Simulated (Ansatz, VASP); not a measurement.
# LaB6 in VASP and in Ansatz

Contents of POSCAR:

```
LaB6
1.0
    4.1526080000      0.0000000000      0.0000000000
    0.0000000000      4.1526080000      0.0000000000
    0.0000000000      0.0000000000      4.1526080000
La B
1 6
Direct
    0.0000000000      0.0000000000      0.0000000000
    0.8001220000      0.5000000000      0.5000000000
    0.1998780000      0.5000000000      0.5000000000
    0.5000000000      0.5000000000      0.8001220000
    0.5000000000      0.5000000000      0.1998780000
    0.5000000000      0.1998780000      0.5000000000
    0.5000000000      0.8001220000      0.5000000000
```

Contents of INCAR.step1:

```
SYSTEM = LaB6
  PREC = Accurate
  ENCUT = 600
  ISMEAR = 0
  SIGMA = 0.1
  LREAL = .FALSE.
  LASPH = .TRUE.
  NELM = 100
  GGA = PE
  ALGO = Normal
  EDIFF = 1E-4
  LWAVE = .TRUE.
  LCHARG = .FALSE.
```

Contents of INCAR.step2:

```
SYSTEM = LaB6
  PREC = Accurate
  ENCUT = 600
  EDIFF = 1E-6
  ISMEAR = 0
  SIGMA = 0.1
  LREAL = .FALSE.
  LASPH = .TRUE.
  NELM = 100
  ALGO = Normal
  ISIF = 3
  LWAVE = .FALSE.
  LCHARG = .FALSE.
  METAGGA = R2SCAN
  LMIXTAU = .TRUE.
  IBRION = 2
  NSW = 70
  EDIFFG = -0.02
  ISTART = 1
```

The input KPOINTS:

```
regular mesh
0
G
  10 10 10
  0 0 0
```

Input for Ansatz:

```yaml
crystal:
  lattice:
    - [4.152608, 0.0, 0.0]
    - [0.0, 4.152608, 0.0]
    - [0.0, 0.0, 4.152608]
  atoms:
    - { symbol: La, position: [0.0, 0.0, 0.0] }
    - { symbol: B, position: [0.800122, 0.5, 0.5] }
    - { symbol: B, position: [0.199878, 0.5, 0.5] }
    - { symbol: B, position: [0.5, 0.5, 0.800122] }
    - { symbol: B, position: [0.5, 0.5, 0.199878] }
    - { symbol: B, position: [0.5, 0.199878, 0.5] }
    - { symbol: B, position: [0.5, 0.800122, 0.5] }
basis:
  ecutwfc: 500
kpoints:
  mp_grid: { grid: [10, 10, 10] }
hamiltonian:
  xc: r2scan
scf:
  occupations: { method: gaussian, width: 0.1 }
output:
  forces: true
  stress: true
  eigenvalues: true
relax:
  adjacent_minimum: "off"
  f_tol: 0.02
  max_steps: 50
  cell: { stress_tol: 0.1 }
```

Alike in both runs: task relaxation of cell and atoms; functional r2SCAN; k mesh 10 × 10 × 10; occupations gaussian, width 0.1 eV; no spin polarisation.

|  | VASP | Ansatz |
| --- | --- | --- |
| version | VASP 6.6.1 | Ansatz 0.2.0 |
| potentials or method | VASP PAW PBE potentials, release 64 (La, B), cutoff 600 eV | scalar-relativistic, plane waves, PAW |
| valence electrons in the cell | 29 | 29 |

|  | VASP | Ansatz | Ansatz less VASP |
| --- | --- | --- | --- |
| gap on the k mesh at the Fermi level, each at its own relaxed structure (eV) | none | none | - |
| relaxed volume (Å³/atom) | 10.23 | 10.23 | -0.001 |
| relaxed length of the cell vector where the two differ most in proportion (Å) | 4.153 | 4.153 | -0.0001 |

VASP's potentials were made for PBE, not for r2SCAN. A gap of «none» marks a metal or a gap that the smearing closes.

Spin-orbit coupling is off throughout. Noted on VASP's run: the relaxation stopped at its first step, so nothing moved.
